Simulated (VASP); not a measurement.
Wanted: the native input for a VASP 6.6.1 run.

* Task: single point
* Functional: PBEsol
* Potentials or basis: VASP PAW PBE potentials, release 64 (Rb_sv, Br)
* Cutoff: 520 eV
* k mesh: 6 × 6 × 6
* Occupations: gaussian, width 0.05 eV
* Spin: no spin polarisation
* Dipole correction: no
* Further INCAR settings: ALGO = Normal; EDIFF = 1e-06; NBANDS = 15

The structure of RbBr lies in POSCAR:

```
RbBr
1.0
    4.1260773000      0.0000000000      0.0000000000
    0.0000000000      4.1260773000      0.0000000000
    0.0000000000      0.0000000000      4.1260773000
Rb Br
1 1
Direct
   -0.0514125206     -0.0514125206     -0.0727082840
    0.5000000000      0.5000000000      0.5000000000
```

This cell differs from its parent crystal: atom 1 (Rb) moved by (-0.300, -0.300) A along [1 1 0] and z.

One way to write it, as run:

INCAR

```
SYSTEM = RbBr
PREC = Accurate
ENCUT = 520
EDIFF = 1E-6
ISMEAR = 0
SIGMA = 0.05
LREAL = .False.
LASPH = .True.
NELM = 60
ALGO = Normal
ISIF = 2
LWAVE = .False.
LCHARG = .True.
GGA = PS
LELF = .True.
LVHAR = .True.
NBANDS = 15
```

KPOINTS

```
regular mesh
0
Gamma
  6 6 6
  0 0 0
```

Potentials or basis: VASP PAW PBE potentials, release 64 (Rb_sv, Br).

Command:

```bash
$ cat potpaw_PBE.64/Rb_sv/POTCAR potpaw_PBE.64/Br/POTCAR > POTCAR
$ mpirun -np 1 vasp_std > vasp.out
```

It gave:

```yaml
Pressure: 0.4 GPa
Largest_force: 0.436 eV/Å
Band_gap_on_the_k_mesh: 3.98 eV (least direct gap 4.08 eV)
```

Caveat: the cell differs from its parent crystal (atom 1 (Rb) moved by (-0.300, -0.300) A along [1 1 0] and z); the PAW data sets were made with another functional, which shifts forces and pressure a little.

Run time: 65 s on 1 thread of Intel Xeon 8259CL, on a shared host, peak memory 0.22 GiB.
